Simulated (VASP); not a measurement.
Te:

```
Te
1.0
     4.63249    0.00000    0.00000
    -2.31624    4.01185    0.00000
     0.00000    0.00000    5.88690
Te
3
Direct
  0.25359 0.00000 0.33333
  0.00000 0.25359 0.66667
  0.74641 0.74641 0.00000
```

Base run:

```yaml
Program: VASP 6.6.1
Functional: r2SCAN
Potentials_or_basis: VASP PAW PBE potentials, release 64 (Te)
Cutoff: 520 eV
k_mesh: 11 × 11 × 8
Occupations: fermi-dirac, width 0.05 eV
Spin: no spin polarisation
```

Its results: band gap on the k mesh 0.69 eV, direct; pressure 0.0 GPa; largest force 0.020 eV/Å.

The run is repeated on the same cell with these changes: k mesh from 11 × 11 × 8 to 7 × 7 × 5. What comes out?

Band gap on the k mesh 0.97 eV, indirect (least direct gap 1.12 eV); pressure 0.0 GPa; largest force 0.019 eV/Å.

Caveats: the PAW data sets were made with another functional, which shifts forces and pressure a little; spin-orbit coupling is left out, which moves the levels of the heavy elements.

A k mesh can miss the band edges.
